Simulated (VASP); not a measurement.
Write the native input for VASP 6.6.1 that does the following.

```yaml
Task: single point
Functional: PBE
Potentials_or_basis: VASP PAW PBE potentials, release 64 (Li_sv, F)
Cutoff: 520 eV
k_mesh: 9 × 9 × 6
Occupations: gaussian, width 0.05 eV
Spin: no spin polarisation
Dipole_correction: no
Further_INCAR_settings: ALGO = Normal; EDIFF = 1e-06; NBANDS = 18
```

The structure of LiF lies in POSCAR:

```
LiF
1.0
    3.1955814611      0.0000000000      0.0000000000
   -1.5977907305      2.7674547252      0.0000000000
    0.0000000000      0.0000000000      4.6904744686
Li F
2 2
Direct
    0.3333333333      0.6666666667      0.4116718394
    0.6666666667      0.3333333333      0.9116718394
    0.3333333333      0.6666666667      0.9939266766
    0.6666666667      0.3333333333      0.4939266766
```

This cell differs from its parent crystal: c/a of the conventional cell at fixed volume 1.4678.

The input as run:

INCAR

```
SYSTEM = LiF
  PREC = Accurate
  ENCUT = 520
  EDIFF = 1E-6
  ISMEAR = 0
  SIGMA = 0.05
  LREAL = .False.
  LASPH = .True.
  NELM = 60
  ALGO = Normal
  ISIF = 2
  LWAVE = .False.
  LCHARG = .True.
  GGA = PE
  LELF = .True.
  LVHAR = .True.
  NBANDS = 18
```

KPOINTS

```
regular mesh
0
Gamma
  9 9 6
  0 0 0
```

Potentials or basis: VASP PAW PBE potentials, release 64 (Li_sv, F).

The run is started by

```console
$ cat potpaw_PBE.64/Li_sv/POTCAR potpaw_PBE.64/F/POTCAR > POTCAR
$ mpirun -np 1 vasp_std > vasp.out
```

It gave:

```json
{
 "Largest force": "0.109 eV/Å",
 "Band gap on the k mesh": "7.39 eV, direct"
}
```

Run time: 35 s on 1 thread of AMD EPYC 7R13 Processor (Zen 3) (shared host), peak memory 0.13 GiB.
